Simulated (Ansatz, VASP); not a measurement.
# Two plane-wave programs on Al

File INCAR:

```
SYSTEM = Al
PREC = Accurate
ENCUT = 520
EDIFF = 1E-7
ISMEAR = 0
SIGMA = 0.15
LREAL = .False.
LASPH = .True.
NELM = 80
ALGO = Normal
ISIF = 2
LWAVE = .False.
LCHARG = .False.
GGA = PS
IVDW = 12
NBANDS = 8
```

Contents of KPOINTS:

```
regular mesh
0
Gamma
  20 20 20
  0 0 0
```

POSCAR

```
Al
1.0
    0.0000000000      2.0846994000      2.0543397000
    2.0846994000      0.0000000000      2.0543397000
    2.0846994000      2.0846994000      0.0000000000
Al
1
Direct
    0.0000000000      0.0000000000      0.0000000000
```

Input for Ansatz:

```yaml
crystal:
  lattice:
    - [0.0, 2.0846994, 2.0543397]
    - [2.0846994, 0.0, 2.0543397]
    - [2.0846994, 2.0846994, 0.0]
  atoms:
    - { symbol: Al, position: [0.0, 0.0, 0.0] }
basis:
  ecutwfc: 420
kpoints:
  mp_grid: { grid: [20, 20, 20] }
hamiltonian:
  xc: pbesol
  dispersion: d3bj
scf:
  occupations: { method: gaussian, width: 0.15 }
output:
  forces: true
  stress: true
  eigenvalues: true
```

Change from the starting cell: strain +0.030 along x and y, +0.015 along z, atoms carried along.

Alike in both runs: task single point; functional PBEsol; dispersion D3(BJ); k mesh 20 × 20 × 20; occupations gaussian, width 0.15 eV; no spin polarisation.

|  | VASP | Ansatz |
| --- | --- | --- |
| version | VASP 6.6.1 | Ansatz 0.2.0 |
| potentials or method | VASP PAW PBE potentials, release 64 (Al), cutoff 520 eV | scalar-relativistic, plane waves, PAW |
| valence electrons in the cell | 3 | 3 |

|  | VASP | Ansatz | Ansatz less VASP |
| --- | --- | --- | --- |
| gap on the k mesh at the Fermi level (eV) | none | none | - |
| pressure (GPa) | -9.1 | -9.1 | -0.04 |

VASP's potentials were made for PBE, not for PBEsol. A gap of «none» marks a metal or a gap that the smearing closes.
